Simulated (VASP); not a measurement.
Wanted: the native input for a VASP 6.6.1 run.

- Task: single point
- Functional: PBE
- Potentials or basis: VASP PAW PBE potentials, release 64 (Hf_pv, O)
- Cutoff: 520 eV
- k mesh: 8 × 8 × 8
- Occupations: gaussian, width 0.05 eV
- Spin: no spin polarisation
- Dipole correction: no
- Further INCAR settings: ALGO = Normal; EDIFF = 1e-06; NBANDS = 18

The structure of HfO2 lies in POSCAR:

```
HfO2
1.0
    0.0000000000      2.5489194570      2.5489194570
    2.4808633075      0.0000000000      2.5489194570
    2.4808633075      2.5489194570      0.0000000000
Hf O
1 2
Direct
    0.0000000000      0.0000000000      0.0000000000
    0.2500000000      0.2500000000      0.2500000000
    0.7500000000      0.7500000000      0.7500000000
```

This cell differs from its parent crystal: normal strain along x -0.0267, normal strain along y +0.0000.

These files were run (other wordings do the same):

INCAR

```
SYSTEM = HfO2
PREC = Accurate
ENCUT = 520
EDIFF = 1E-6
ISMEAR = 0
SIGMA = 0.05
LREAL = .False.
LASPH = .True.
NELM = 60
ALGO = Normal
ISIF = 2
LWAVE = .False.
LCHARG = .True.
GGA = PE
LELF = .True.
LVHAR = .True.
NBANDS = 18
```

KPOINTS

```
Automatic mesh
0
Gamma
  8 8 8
  0 0 0
```

Potentials or basis: VASP PAW PBE potentials, release 64 (Hf_pv, O).

Run with:

```console
$ cat potpaw_PBE.64/Hf_pv/POTCAR potpaw_PBE.64/O/POTCAR > POTCAR
$ mpirun -np 1 vasp_std > vasp.out
```

Results of the run:

| Quantity | Value |
| --- | --- |
| Pressure | 3.2 GPa |
| Band gap on the k mesh | 3.55 eV, indirect (least direct gap 3.61 eV) |

Caveat: the cell differs from its parent crystal (normal strain along x -0.0267, normal strain along y +0.0000); spin-orbit coupling is left out, which moves the levels of the heavy elements.

Run time: 36 s on 1 thread of Intel(R) Xeon(R) Platinum 8259CL CPU @ 2.50GHz (Skylake/Cascade Lake) (shared host), peak memory 0.18 GiB.
